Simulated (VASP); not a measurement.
# As in VASP: single point with PBE

Aim: the single point of As with PBE.

Program: VASP 6.6.1. These are calculated values, not measurements. Logs are shortened: lines on timing, memory, paths and dates and some standing lists are left out, and cuts for length are marked.

**1. The cell of the first run**

The cell holds a cluster in a box, 1 atom: a = 8.000 Å, b = 8.600 Å, c = 9.100 Å, α = 90.00°, β = 90.00°, γ = 90.00°.

**2. Single point, PBE, collinear spin, ferromagnetic start**

INCAR

```
PREC     = Accurate       # precision mode
ENCUT    = 400            # plane-wave cutoff, eV
EDIFF    = 1E-6           # SCF threshold, eV
ISMEAR   = -1             # smearing method
SIGMA    = 0.1            # smearing width, eV
LREAL    = False          # projectors in reciprocal space
LASPH    = True           # aspherical terms in the spheres
NELM     = 200            # most SCF steps
ALGO     = Normal         # electronic algorithm
ISIF     = 2              # what is computed and relaxed
LWAVE    = False          # write WAVECAR
LCHARG   = False          # write CHGCAR
ISPIN    = 2              # spin polarisation
MAGMOM   = 3              # initial moments
LORBIT   = 11             # projections on sites
GGA      = PE             # functional
NBANDS   = 12             # bands
GGA_COMPAT= False
```

KPOINTS

```
regular mesh
0
Gamma
  1 1 1
```

POSCAR

```
As
1.0
    8.0000000000      0.0000000000      0.0000000000
    0.0000000000      8.6000000000      0.0000000000
    0.0000000000      0.0000000000      9.1000000000
As
1
Direct
    0.2100000000      0.4400000000      0.5900000000
```

Potentials or basis: VASP PAW PBE potentials, release 64 (As).

Command:

```
cat potpaw_PBE.64/As/POTCAR > POTCAR
mpirun -np 1 vasp_gam > vasp.out
```

OUTCAR:

```text
PREC = Accurate
   ENCUT = 400
   EDIFF = 1E-6
   ISMEAR = -1
   LREAL = False
   LASPH = True
   NELM = 200
   ISIF = 2
   ISPIN = 2
   LORBIT = 11
   GGA = PE

 ion  position               nearest neighbor table
   1  0.210  0.440  0.590-

  LATTYP: Found a simple orthorhombic cell.
 ALAT       =     8.0000000000
 B/A-ratio  =     1.0750000000
 C/A-ratio  =     1.1375000000

  Lattice vectors:

 A1 = (   8.0000000000,   0.0000000000,   0.0000000000)
 A2 = (   0.0000000000,   8.6000000000,   0.0000000000)
 A3 = (   0.0000000000,   0.0000000000,   9.1000000000)

Analysis of symmetry for initial positions (statically):
=====================================================================
 Subroutine PRICEL returns:
 Original cell was already a primitive cell.

 Routine SETGRP: Setting up the symmetry group for a
 simple orthorhombic supercell.

 Subroutine GETGRP returns: Found  8 space group operations
 (whereof  1 operations were pure point group operations)
 out of a pool of  8 trial point group operations.

The static configuration has the point symmetry C_1 .
 The point group associated with its full space group is D_2h.

Analysis of symmetry for dynamics (positions and initial velocities):
=====================================================================
 Subroutine PRICEL returns:
 Original cell was already a primitive cell.

 Routine SETGRP: Setting up the symmetry group for a
 simple orthorhombic supercell.

 Subroutine GETGRP returns: Found  8 space group operations
 (whereof  1 operations were pure point group operations)
 out of a pool of  8 trial point group operations.

The dynamic configuration has the point symmetry C_1 .
 The point group associated with its full space group is D_2h.

Analysis of structural, dynamic, and magnetic symmetry:
=====================================================================
 Subroutine PRICEL returns:
 Original cell was already a primitive cell.

 Routine SETGRP: Setting up the symmetry group for a
 simple orthorhombic supercell.

 Subroutine GETGRP returns: Found  8 space group operations
 (whereof  1 operations were pure point group operations)
 out of a pool of  8 trial point group operations.

The overall configuration has the point symmetry C_1 .
 The point group associated with its full space group is D_2h.

 Subroutine INISYM returns: Found  8 space group operations
 (whereof  1 operations are pure point group operations),
 and found     1 'primitive' translations

----------------------------------------------------------------------------------------

                                     Primitive cell

  volume of cell :     626.0800

  direct lattice vectors                    reciprocal lattice vectors
     8.000000000  0.000000000  0.000000000     0.125000000  0.000000000  0.000000000
     0.000000000  8.600000000  0.000000000     0.000000000  0.116279070  0.000000000
     0.000000000  0.000000000  9.100000000     0.000000000  0.000000000  0.109890110

  length of vectors
     8.000000000  8.600000000  9.100000000     0.125000000  0.116279070  0.109890110

  position of ions in fractional coordinates (direct lattice)
     0.210000000  0.440000000  0.590000000

  ion indices of the primitive-cell ions
   primitive index   ion index
                 1           1

----------------------------------------------------------------------------------------

 KPOINTS: regular mesh

Automatic generation of k-mesh.
 Grid dimensions read from file:
 generate k-points for:    1    1    1

 Generating k-lattice:

  Cartesian coordinates                     Fractional coordinates (reciprocal lattice)
     0.125000000  0.000000000  0.000000000     1.000000000  0.000000000  0.000000000
     0.000000000  0.116279070  0.000000000     0.000000000  1.000000000  0.000000000
     0.000000000  0.000000000  0.109890110     0.000000000  0.000000000  1.000000000

  Length of vectors
     0.125000000  0.116279070  0.109890110

  Shift w.r.t. Gamma in fractional coordinates (k-lattice)
     0.000000000  0.000000000  0.000000000

 Subroutine IBZKPT returns following result:
 ===========================================

 Found      1 irreducible k-points:

 Following reciprocal coordinates:
            Coordinates               Weight
  0.000000  0.000000  0.000000      1.000000
   k-points           NKPTS =      1   k-points in BZ     NKDIM =      1   number of bands    NBANDS=     12
   number of dos      NEDOS =    301   number of ions     NIONS =      1
   total plane-waves  NPLWV = 181440
   dimension x,y,z NGX =    54 NGY =   56 NGZ =   60
   dimension x,y,z NGXF=   108 NGYF=  112 NGZF=  120
   ions per type =               1
   NGX,Y,Z   is equivalent  to a cutoff of  11.22, 10.83, 10.96 a.u.
   NGXF,Y,Z  is equivalent  to a cutoff of  22.44, 21.65, 21.92 a.u.
 SYSTEM =  unknown system
   PREC   = accura    normal or accurate (medium, high low for compatibility)
   ISTART =      0    job   : 0-new  1-cont  2-samecut
   ICHARG =      2    charge: 1-file 2-atom 10-const
   ISPIN  =      2    spin polarized calculation?
   LNONCOLLINEAR =      F non collinear calculations
   LSORBIT =      F    spin-orbit coupling
   LASPH  =      T    aspherical Exc in radial PAW
   ENCUT  =  400.0 eV  29.40 Ry    5.42 a.u.  13.05 14.02 14.84*2*pi/ulx,y,z
   NELM   =    200;   NELMIN=  2; NELMDL= -5     # of ELM steps
   EDIFF  = 0.1E-05   stopping-criterion for ELM
   LREAL  =      F    real-space projection
   EDIFFG = 0.1E-04   stopping-criterion for IOM
   NSW    =      0    number of steps for IOM
   IBRION =     -1    ionic relax: 0-MD 1-quasi-New 2-CG
   NFREE  =      0    steps in history (QN), initial steepest desc. (CG)
   ISIF   =      2    stress and relaxation
   ISYM   =      2    0-nonsym 1-usesym 2-fastsym
   POTIM  = 0.5000    time-step for ionic-motion
   TEBEG  =    0.0;   TEEND  =   0.0 temperature during run
   PSTRESS=    0.0 pullay stress
   NELECT =       5.0000    total number of electrons
   NUPDOWN=      -1.0000    fix difference up-down
   EMIN   =  10.00;   EMAX   =-10.00  energy-range for DOS
   EFERMI =   0.00;   METHOD = LEGACY
   ISMEAR =    -1;   SIGMA  =   0.10  broadening in eV -4-tet -1-fermi 0-gaus
   EFERMI_NEDOS =   21; number of points for ismear=-14 and -15
   IALGO  =     38    algorithm
   IMIX   =      4    mixing-type and parameters
     AMIX     =   0.40;   BMIX     =  1.00
     AMIX_MAG =   1.60;   BMIX_MAG =  1.00
  volume/ion in A,a.u.               =     626.08      4225.00
  Fermi-wavevector in a.u.,A,eV,Ry     =   0.327231  0.618378  1.456917  0.107080
  Thomas-Fermi vector in A             =   1.219780
   LORBIT       =     11    0 simple, 1 ext, 2 COOP (PROOUT), +10 PAW based schemes
   GGA     = PE    functional components
   LHFCALC =     F    Hartree Fock is set to
   AEXX    =    0.0000 exact exchange contribution
   IVDW    =     0    specifies the selected vdW correction
   LEPSILON=     F    determine dielectric tensor
   LRPA    =     F    only Hartree local field effects (RPA)
 spin polarized calculation
  energy-cutoff  :      400.00
  volume of cell :      626.08
 maximum number of plane-waves:      5668
 NGX is ok and might be reduce to    54
   NGX = 27   NGY = 29   NGZ = 29

 number of electron       5.0000000 magnetization       2.9999392

 Free energy of the ion-electron system (eV)
  ---------------------------------------------------
  ext. energy  EPLUGINS =         0.00000000
  ---------------------------------------------------
  free energy    TOTEN  =        -1.69257010 eV

  energy without entropy =       -1.69249420  energy(sigma->0) =       -1.69253215

 E-fermi :  -4.4055     XC(G=0):  -1.1135

 val. band max:       -5.5523815737   @ k =   0.0000   0.0000   0.0000
 cond. band min:      -3.2606121093   @ k =   0.0000   0.0000   0.0000
 fundamental gap:      2.2917694644
 Fermi energy:        -4.4054766237

 spin component 1

 k-point     1 :       0.0000    0.0000    0.0000
  band No.  band energies     occupation
      1     -14.8417      1.00000
      2      -5.5580      0.99999
      3      -5.5564      0.99999
      4      -5.5524      0.99999
      5      -0.7418      0.00000
      6       1.0094      0.00000
      7       1.1196      0.00000
      8       1.2881      0.00000
      9       1.5102      0.00000
     10       1.8376      0.00000
     11       1.8841      0.00000
     12       2.1047      0.00000
 Fermi energy:        -4.4054766237

 spin component 2

 k-point     1 :       0.0000    0.0000    0.0000
  band No.  band energies     occupation
      1     -12.5640      1.00000
      2      -3.2606      0.00001
      3      -3.2568      0.00001
      4      -3.2484      0.00001
      5       0.0811      0.00000
      6       1.8062      0.00000
      7       1.9973      0.00000
      8       2.1209      0.00000
      9       2.3357      0.00000
     10       2.5030      0.00000
     11       2.6536      0.00000
     12       3.2815      0.00000

------------------------ aborting loop because EDIFF is reached ----------------------------------------

  FORCE on cell =-STRESS in cart. coord.  units (eV):
  Direction    XX          YY          ZZ          XY          YZ          ZX
  --------------------------------------------------------------------------------------
  -------------------------------------------------------------------------------------
  Total        0.0478953      0.0228925      0.0120142     -0.0000000      0.0000000      0.0000000
  in kB        0.1225669      0.0585833      0.0307450     -0.0000000      0.0000000      0.0000000
  external PRESSURE =       0.0706317 kB  Pullay stress =       0.0000000 kB

 VOLUME and BASIS-vectors are now :
 -----------------------------------------------------------------------------
  energy-cutoff  :      400.00
  volume of cell :      626.08
      direct lattice vectors                 reciprocal lattice vectors
     8.000000000  0.000000000  0.000000000     0.125000000  0.000000000  0.000000000
     0.000000000  8.600000000  0.000000000     0.000000000  0.116279070  0.000000000
     0.000000000  0.000000000  9.100000000     0.000000000  0.000000000  0.109890110

 POSITION                                       TOTAL-FORCE (eV/Angst)
 -----------------------------------------------------------------------------------
      1.68000      3.78400      5.36900         0.000000      0.000000      0.000000
 -----------------------------------------------------------------------------------
    total drift:                                0.000000      0.000005      0.000000

  FREE ENERGIE OF THE ION-ELECTRON SYSTEM (eV)
  ---------------------------------------------------
  free  energy   TOTEN  =        -1.6925701050 eV

  energy  without entropy=       -1.6924942033  energy(sigma->0) =       -1.69253215

 total charge

# of ion       s       p       d       tot
------------------------------------------
    1        1.327   1.249   0.000   2.576

 magnetization (x)

# of ion       s       p       d       tot
------------------------------------------
    1        0.008   1.249  -0.000   1.256
```

Wall time 25 s (1 thread of Intel Xeon 6975P-C (Granite Rapids), shared host); peak memory 0.51 GiB.

What came out:

```yaml
Free_energy: -1.6926 eV
Gap_between_the_frontier_levels: 2.29 eV
Net_moment: 3.00 μB per cell
Site_moments: As +1.26 μB
Valence_electrons_inside_the_program's_atomic_spheres: As 2.58
```

Levels at points of the mesh, in eV from the valence-band top:
Spin up:
```tsv
k point	band 1	band 2	band 3	band 4	band 5	band 6	band 7	band 8	band 9
(0.00, 0.00, 0.00)	-9.29	-0.01	0.00	0.00	4.81	6.56	6.67	6.84	7.06
```
Spin down:
```
           k point  band 1  band 2  band 3  band 4  band 5
(0.00, 0.00, 0.00)   -7.01    2.29    2.30    2.30    5.63
```
